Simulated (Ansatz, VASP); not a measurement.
## Si in VASP and in Ansatz

```xyz
4
Lattice="1.3042 -2.2590 0.0000 0.0000 0.0000 -2.4708 8.0863 4.0662 0.0000" Properties=species:S:1:pos:R:3 pbc="T T T"
Si    6.8473    3.9533    0.0000
Si    1.6303   -0.5648    0.0000
Si    2.9346    1.6943    0.0000
Si    5.5430    1.6943    0.0000
```

Alike in both runs: task single point; functional LDA; k mesh 22 × 24 × 7; occupations gaussian, width 0.15 eV; no spin polarisation.

```csv
,VASP,Ansatz
version,VASP 6.6.1,Ansatz 0.2.0
potentials or method,"VASP PAW LDA potentials, release 64 (Si), cutoff 520 eV","scalar-relativistic, plane waves, PAW"
valence electrons in the cell,16,16
```

```csv
,VASP,Ansatz,Ansatz less VASP
gap on the k mesh at the Fermi level (eV),none,none,-
pressure (GPa),1.2,1.1,-0.09
"traceless stress, the component that is largest in VASP (GPa)",-2.79,-2.79,-0.006
rms of the force components (eV/Å),0.208,0.207,-0.0005
```

LDA's correlation is that of Perdew and Zunger in VASP and of Perdew and Wang (1992) in Ansatz. Atom by atom the forces differ by 0.001 eV/Å (rms over components). A gap of «none» marks a metal or a gap that the smearing closes.
